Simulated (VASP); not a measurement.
# TiAl (Cmmm) in VASP: single point with r2SCAN

Aim: the single point of TiAl with r2SCAN.

Program: VASP 6.6.1. These are calculated values, not measurements. Logs are shortened: lines on timing, memory, paths and dates and some standing lists are left out, and cuts for length are marked.

## 1. The cell of the first run

The structure is orthorhombic, space group Cmmm (No. 65). Conventional cell: a = 4.161 Å, b = 4.375 Å, c = 3.018 Å, α = 90.00°, β = 90.00°, γ = 90.00°. Within 3.4 Å of Ti (site symmetry mmm) lie 8 Al at 2.57 to 2.66 Å and 6 Ti at 3.02 Å. Al (site symmetry mmm) has 8 Ti at 2.57 to 2.66 Å and 6 Al at 3.02 Å within 3.4 Å.

## 2. Single point, r2SCAN

POSCAR

```
TiAl
1.0
    3.0180000000      0.0754500000      0.0000000000
    0.0754500000      3.0180000000      0.0000000000
    0.0000000000      0.0000000000      3.0180000000
Ti Al
1 1
Direct
    0.5000000000      0.5000000000      0.5000000000
    0.0000000000      0.0000000000      0.0000000000
```

INCAR.step1

```
SYSTEM = TiAl
  PREC = Accurate
  ENCUT = 520
  ISMEAR = 1
  SIGMA = 0.1
  LREAL = .FALSE.
  LASPH = .TRUE.
  NELM = 100
  NBANDS = 14
  GGA = PE
  ALGO = Normal
  EDIFF = 1E-4
  LWAVE = .TRUE.
  LCHARG = .FALSE.
```

INCAR.step2

```
SYSTEM = TiAl
  PREC = Accurate
  ENCUT = 520
  EDIFF = 1E-7
  ISMEAR = 1
  SIGMA = 0.1
  LREAL = .FALSE.
  LASPH = .TRUE.
  NELM = 100
  ALGO = Normal
  ISIF = 2
  LWAVE = .FALSE.
  LCHARG = .TRUE.
  METAGGA = R2SCAN
  LMIXTAU = .TRUE.
  LELF = .TRUE.
  LVHAR = .TRUE.
  NBANDS = 14
  ISTART = 1
```

KPOINTS

```
regular mesh
0
G
  11 11 11
  0 0 0
```

Potentials or basis: VASP PAW PBE potentials, release 64 (Ti_sv, Al).

Run with:

```console
$ cat potpaw_PBE.64/Ti_sv/POTCAR potpaw_PBE.64/Al/POTCAR > POTCAR
$ cp INCAR.step1 INCAR
$ mpirun -np 1 vasp_std > vasp.out
$ cp INCAR.step2 INCAR
$ mpirun -np 1 vasp_std > vasp.out
```

OUTCAR:

```text
SYSTEM = TiAl
   PREC = Accurate
   ENCUT = 520
   EDIFF = 1E-7
   ISMEAR = 1
   LREAL = .FALSE.
   LASPH = .TRUE.
   NELM = 100
   ISIF = 2
   METAGGA = R2SCAN
   ISTART = 1

 ion  position               nearest neighbor table
   1  0.500  0.500  0.500-   2 2.57   2 2.57   2 2.57   2 2.57   2 2.66   2 2.66   2 2.66   2 2.66

   2  0.000  0.000  0.000-   1 2.57   1 2.57   1 2.57   1 2.57   1 2.66   1 2.66   1 2.66   1 2.66

  LATTYP: Found a base centered orthorhombic cell.
 ALAT       =     4.1613941180
 B/A-ratio  =     1.0512820513
 C/A-ratio  =     0.7252377243

  Lattice vectors:

 A1 = (  -0.0754500000,  -3.0180000000,   0.0000000000)
 A2 = (   3.0180000000,   0.0754500000,   0.0000000000)
 A3 = (   0.0000000000,   0.0000000000,   3.0180000000)

Analysis of symmetry for initial positions (statically):
=====================================================================
 Subroutine PRICEL returns:
 Original cell was already a primitive cell.

 Routine SETGRP: Setting up the symmetry group for a
 base centered orthorhombic supercell.

 Subroutine GETGRP returns: Found  8 space group operations
 (whereof  8 operations were pure point group operations)
 out of a pool of  8 trial point group operations.

The static configuration has the point symmetry D_2h.

Analysis of symmetry for dynamics (positions and initial velocities):
=====================================================================
 Subroutine PRICEL returns:
 Original cell was already a primitive cell.

 Routine SETGRP: Setting up the symmetry group for a
 base centered orthorhombic supercell.

 Subroutine GETGRP returns: Found  8 space group operations
 (whereof  8 operations were pure point group operations)
 out of a pool of  8 trial point group operations.

The dynamic configuration has the point symmetry D_2h.

 Subroutine INISYM returns: Found  8 space group operations
 (whereof  8 operations are pure point group operations),
 and found     1 'primitive' translations

----------------------------------------------------------------------------------------

                                     Primitive cell

  volume of cell :      27.4717

  direct lattice vectors                    reciprocal lattice vectors
     3.018000000  0.075450000  0.000000000     0.331552482 -0.008288812  0.000000000
     0.075450000  3.018000000  0.000000000    -0.008288812  0.331552482  0.000000000
     0.000000000  0.000000000  3.018000000     0.000000000  0.000000000  0.331345262

  length of vectors
     3.018942978  3.018942978  3.018000000     0.331656076  0.331656076  0.331345262

  position of ions in fractional coordinates (direct lattice)
     0.500000000  0.500000000  0.500000000
     0.000000000  0.000000000  0.000000000

  ion indices of the primitive-cell ions
   primitive index   ion index
                 1           1
                 2           2

----------------------------------------------------------------------------------------

 KPOINTS: regular mesh

Automatic generation of k-mesh.
 Grid dimensions read from file:
 generate k-points for:   11   11   11

 Generating k-lattice:

  Cartesian coordinates                     Fractional coordinates (reciprocal lattice)
     0.030141135 -0.000753528  0.000000000     0.090909091  0.000000000  0.000000000
    -0.000753528  0.030141135  0.000000000     0.000000000  0.090909091  0.000000000
     0.000000000  0.000000000  0.030122297     0.000000000  0.000000000  0.090909091

  Length of vectors
     0.030150552  0.030150552  0.030122297

  Shift w.r.t. Gamma in fractional coordinates (k-lattice)
     0.000000000  0.000000000  0.000000000

 Subroutine IBZKPT returns following result:
 ===========================================

 Found    216 irreducible k-points:

 Following reciprocal coordinates:
            Coordinates               Weight
  0.000000  0.000000  0.000000      1.000000
  0.090909  0.000000  0.000000      4.000000
  0.181818  0.000000  0.000000      4.000000
  0.272727  0.000000  0.000000      4.000000
  0.363636  0.000000  0.000000      4.000000
  0.454545  0.000000  0.000000      4.000000
[... 16 lines left out ...]
 -0.272727  0.181818  0.000000      4.000000
 -0.181818  0.181818  0.000000      2.000000
 [... further k-points ...]
   k-points           NKPTS =    216   k-points in BZ     NKDIM =    216   number of bands    NBANDS=     14
   number of dos      NEDOS =    301   number of ions     NIONS =      2
   total plane-waves  NPLWV =  13824
   dimension x,y,z NGX =    24 NGY =   24 NGZ =   24
   dimension x,y,z NGXF=    48 NGYF=   48 NGZF=   48
   ions per type =               1   1
   NGX,Y,Z   is equivalent  to a cutoff of  13.22, 13.22, 13.22 a.u.
   NGXF,Y,Z  is equivalent  to a cutoff of  26.43, 26.43, 26.44 a.u.
 SYSTEM =  TiAl
   PREC   = accura    normal or accurate (medium, high low for compatibility)
   ISTART =      1    job   : 0-new  1-cont  2-samecut
   ICHARG =      0    charge: 1-file 2-atom 10-const
   ISPIN  =      1    spin polarized calculation?
   LNONCOLLINEAR =      F non collinear calculations
   LSORBIT =      F    spin-orbit coupling
   LASPH  =      T    aspherical Exc in radial PAW
   ENCUT  =  520.0 eV  38.22 Ry    6.18 a.u.   5.61  5.61  5.61*2*pi/ulx,y,z
   NELM   =    100;   NELMIN=  2; NELMDL=  0     # of ELM steps
   EDIFF  = 0.1E-06   stopping-criterion for ELM
   LREAL  =      F    real-space projection
   EDIFFG = 0.1E-05   stopping-criterion for IOM
   NSW    =      0    number of steps for IOM
   IBRION =     -1    ionic relax: 0-MD 1-quasi-New 2-CG
   NFREE  =      0    steps in history (QN), initial steepest desc. (CG)
   ISIF   =      2    stress and relaxation
   ISYM   =      2    0-nonsym 1-usesym 2-fastsym
   POTIM  = 0.5000    time-step for ionic-motion
   TEBEG  =    0.0;   TEEND  =   0.0 temperature during run
   PSTRESS=    0.0 pullay stress
   NELECT =      15.0000    total number of electrons
   NUPDOWN=      -1.0000    fix difference up-down
   EMIN   =  10.00;   EMAX   =-10.00  energy-range for DOS
   EFERMI =   0.00;   METHOD = LEGACY
   ISMEAR =     1;   SIGMA  =   0.10  broadening in eV -4-tet -1-fermi 0-gaus
   EFERMI_NEDOS =   21; number of points for ismear=-14 and -15
   IALGO  =     38    algorithm
   IMIX   =      4    mixing-type and parameters
     AMIX     =   0.40;   BMIX     =  1.00
     AMIX_MAG =   1.60;   BMIX_MAG =  1.00
  volume/ion in A,a.u.               =      13.74        92.69
  Fermi-wavevector in a.u.,A,eV,Ry     =   1.338063  2.528572 24.360038  1.790412
  Thomas-Fermi vector in A             =   2.466563
   LORBIT       =      0    0 simple, 1 ext, 2 COOP (PROOUT), +10 PAW based schemes
   METAGGA = R2SCAN    functional components
   LHFCALC =     F    Hartree Fock is set to
   AEXX    =    0.0000 exact exchange contribution
   IVDW    =     0    specifies the selected vdW correction
   LEPSILON=     F    determine dielectric tensor
   LRPA    =     F    only Hartree local field effects (RPA)
 non-spin polarized calculation
 Methfessel and Paxton  Order N= 1 SIGMA  =   0.10
  energy-cutoff  :      520.00
  volume of cell :       27.47
 maximum number of plane-waves:       753
   NGX = 11   NGY = 11   NGZ = 11

 number of electron      14.9999999 magnetization

 Free energy of the ion-electron system (eV)
  ---------------------------------------------------
  ext. energy  EPLUGINS =         0.00000000
  ---------------------------------------------------
  free energy    TOTEN  =       -19.98286109 eV

  energy without entropy =      -19.98268153  energy(sigma->0) =      -19.98280124

 E-fermi :  10.5966     XC(G=0): -12.6436

 val. band max:       10.5944586332   @ k =   0.2727   0.1818   0.3636
 cond. band min:      10.6054641565   @ k =  -0.2727   0.1818   0.3636
 fundamental gap:      0.0110055233
 Fermi energy:        10.5966069007

 k-point     1 :       0.0000    0.0000    0.0000
  band No.  band energies     occupation
      1     -48.3277      2.00000
      2     -23.5066      2.00000
      3     -23.4674      2.00000
      4     -23.4266      2.00000
      5       0.0351      2.00000
      6       8.5281      2.00000
      7       8.5505      2.00000
      8      12.8701      0.00000
      9      13.0058      0.00000
     10      13.1975      0.00000
     11      16.0718      0.00000
     12      16.0893      0.00000
     13      16.1574      0.00000
     14      20.6646      0.00000

 k-point     2 :       0.0909    0.0000    0.0000
  band No.  band energies     occupation
      1     -48.3251      2.00000
      2     -23.5208      2.00000
      3     -23.4651      2.00000
      4     -23.4366      2.00000
      5       0.1939      2.00000
      6       8.4849      2.00000
      7       8.6111      2.00000
      8      12.6764      0.00000
      9      12.7255      0.00000
     10      13.1242      0.00000
     11      15.5262      0.00000
     12      16.4788      0.00000
     13      16.5042      0.00000
     14      20.4022      0.00000

 k-point     3 :       0.1818    0.0000    0.0000
  band No.  band energies     occupation
      1     -48.3183      2.00000
      2     -23.5756      2.00000
      3     -23.4591      2.00000
      4     -23.4458      2.00000
      5       0.6605      2.00000
      6       8.1902      2.00000
      7       8.8274      2.00000
      8      12.1362     -0.00000
      9      12.1585     -0.00000
     10      13.1374      0.00000
     11      14.6029      0.00000
     12      17.3757      0.00000
     13      17.3845      0.00000
     14      19.7100      0.00000
[... 324 lines left out ...]
 k-point    23 :      -0.2727    0.1818    0.0000
  band No.  band energies     occupation
      1     -48.2999      2.00000
      2     -23.6577      2.00000
      3     -23.5300      2.00000
      4     -23.4427      2.00000
      5       2.0523      2.00000
      6       7.6816      2.00000
      7       8.7576      2.00000
      8      11.0437     -0.00000
      9      11.6043     -0.00000
     10      12.6066      0.00000
     11      14.5577      0.00000
     12      16.3116      0.00000
     13      19.6287      0.00000
     14      19.7306      0.00000

 k-point    24 :      -0.1818    0.1818    0.0000
  band No.  band energies     occupation
      1     -48.3088      2.00000
      2     -23.5963      2.00000
      3     -23.5121      2.00000
      4     -23.4507      2.00000
      5       1.3197      2.00000
      6       8.2922      2.00000
      7       8.5938      2.00000
      8      11.4289     -0.00000
      9      11.9271     -0.00000
     10      12.7035      0.00000
     11      15.0443      0.00000
     12      15.8442      0.00000
     13      18.5856      0.00000
     14      20.1166      0.00000

 [... further k-points ...]
[... 5 lines left out ...]
  --------------------------------------------------------------------------------------
  -------------------------------------------------------------------------------------
  Total        4.1244801      4.1244801      4.2719097     -1.1217237      0.0000000      0.0000000
  in kB      240.5434902    240.5434902    249.1417195    -65.4199629      0.0000000      0.0000000
  external PRESSURE =     243.4095666 kB  Pullay stress =       0.0000000 kB

 VOLUME and BASIS-vectors are now :
 -----------------------------------------------------------------------------
  energy-cutoff  :      520.00
  volume of cell :       27.47
      direct lattice vectors                 reciprocal lattice vectors
     3.018000000  0.075450000  0.000000000     0.331552482 -0.008288812  0.000000000
     0.075450000  3.018000000  0.000000000    -0.008288812  0.331552482  0.000000000
     0.000000000  0.000000000  3.018000000     0.000000000  0.000000000  0.331345262

 POSITION                                       TOTAL-FORCE (eV/Angst)
 -----------------------------------------------------------------------------------
      1.54672      1.54672      1.50900         0.000000      0.000000      0.000000
      0.00000      0.00000      0.00000        -0.000000      0.000000      0.000000
 -----------------------------------------------------------------------------------
    total drift:                                0.000000     -0.000000     -0.000000

  FREE ENERGIE OF THE ION-ELECTRON SYSTEM (eV)
  ---------------------------------------------------
  free  energy   TOTEN  =       -19.9828610931 eV

  energy  without entropy=      -19.9826815273  energy(sigma->0) =      -19.98280124
```

Run time: 4.2 min. Hardware: 1 thread of Intel Xeon Platinum 8375C at 2.90GHz (Ice Lake), shared host; peak memory 0.21 GiB.

What came out:

```
Free energy : -19.9829 eV
Pressure    : 24.3 GPa
```

Stress tensor (GPa, compression positive):
```
24.05 -6.54  0.00
-6.54 24.05  0.00
 0.00  0.00 24.91
```

Levels at points of the mesh, in eV from the Fermi level:
| k point | band 5 | band 6 | band 7 | band 8 | band 9 | band 10 |
| --- | --- | --- | --- | --- | --- | --- |
| (0.00, 0.00, 0.00) | -10.56 | -2.07 | -2.05 | 2.27 | 2.41 | 2.60 |

Caveat: the PAW data sets were made with another functional, which shifts forces and pressure a little.
